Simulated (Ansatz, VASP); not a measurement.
## Two plane-wave programs on MgO

POSCAR

```
MgO
1.0
    0.0000000000      2.1351500000      2.1351500000
    2.2152181250      0.0000000000      2.1351500000
    2.2152181250      2.1351500000      0.0000000000
Mg O
1 1
Direct
    0.0000000000      0.0000000000      0.0000000000
    0.5000000000      0.5000000000      0.5000000000
```

Contents of INCAR.step1:

```
SYSTEM = MgO
PREC = Accurate ; ENCUT = 750
ISMEAR = 0 ; SIGMA = 0.05
LREAL = .FALSE. ; LASPH = .TRUE.
NELM = 120 ; NBANDS = 15
GGA = PE ; ALGO = Normal
EDIFF = 1E-5 ; LWAVE = .TRUE.
LCHARG = .FALSE. ; GGA_COMPAT = .FALSE.
```

The input INCAR.step2:

```
SYSTEM = MgO
PREC = Accurate ; ENCUT = 750
EDIFF = 1E-6 ; ISMEAR = 0
SIGMA = 0.05 ; LREAL = .FALSE.
LASPH = .TRUE. ; NELM = 120
ALGO = Normal ; ISIF = 2
LWAVE = .FALSE. ; LCHARG = .FALSE.
METAGGA = R2SCAN ; LMIXTAU = .TRUE.
NBANDS = 15 ; ISTART = 1
GGA_COMPAT = .FALSE.
```

The input KPOINTS:

```
Automatic mesh
0
G
  10 10 10
  0 0 0
```

Input for Ansatz:

```yaml
crystal:
  lattice:
    - [0.0, 2.13515, 2.13515]
    - [2.215218125, 0.0, 2.13515]
    - [2.215218125, 2.13515, 0.0]
  atoms:
    - { symbol: Mg, position: [0.0, 0.0, 0.0] }
    - { symbol: O, position: [0.5, 0.5, 0.5] }
basis:
  ecutwfc: 500
kpoints:
  mp_grid: { grid: [10, 10, 10] }
hamiltonian:
  xc: r2scan
scf:
  occupations: { method: gaussian, width: 0.05 }
output:
  forces: true
  stress: true
  eigenvalues: true
```

Change from the starting cell: strain +0.0375 x Voigt [1, 0, 0, 0, 0, 0], atoms carried along.

Alike in both runs: task single point; functional r2SCAN; k mesh 10 × 10 × 10; occupations gaussian, width 0.05 eV; no spin polarisation.

```csv
,VASP,Ansatz
version,VASP 6.6.1,Ansatz 0.2.0
potentials or method,"VASP PAW PBE potentials, release 64 (Mg_sv, O), cutoff 750 eV","scalar-relativistic, plane waves, PAW"
valence electrons in the cell,16,16
```

|  | VASP | Ansatz | Ansatz less VASP |
| --- | --- | --- | --- |
| gap on the k mesh at the Fermi level (eV) | 4.84 | 4.82 | -0.026 |
| least direct gap on the mesh (eV) | 4.84 | 4.82 | -0.026 |
| pressure (GPa) | -11.6 | -11.4 | +0.23 |
| traceless stress, the component that is largest in VASP (GPa) | -3.10 | -2.87 | +0.229 |

VASP's potentials were made for PBE, not for r2SCAN. With one functional, cell and mesh, what is left measures potentials, basis and numerics.
